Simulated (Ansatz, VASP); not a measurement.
# One calculation of ZrC, two programs

```
Zr C
1.0
     0.00000    2.33505    2.33505
     2.33505    0.00000    2.33505
     2.33505    2.33505    0.00000
Zr C
1 1
Direct
  0.50000 0.50000 0.50000
  0.00000 0.00000 0.00000
```

Alike in both runs: functional PBEsol; k mesh 11 × 11 × 11; occupations fermi-dirac, width 0.1 eV; no spin polarisation.

Ansatz relaxed the structure, and its values are those at the end. VASP's run is a single point on that final structure, the one shown.

|  | VASP | Ansatz |
| --- | --- | --- |
| version | VASP 6.6.1 | Ansatz 0.2.0 |
| potentials or method | VASP PAW PBE potentials, release 64 (Zr_sv, C), cutoff 520 eV | PAW plane waves |
| valence electrons in the cell | 16 | 16 |

Ansatz gave:

* gap on the k mesh at the Fermi level (eV): none
* pressure (GPa): 0.0

What did VASP give for the same quantities?

gap on the k mesh at the Fermi level (eV): none; pressure (GPa): 0.2.

VASP's potentials were made for PBE, not for PBEsol, and Ansatz warns of the same on its side. A gap of «none» marks a metal or a gap that the smearing closes.
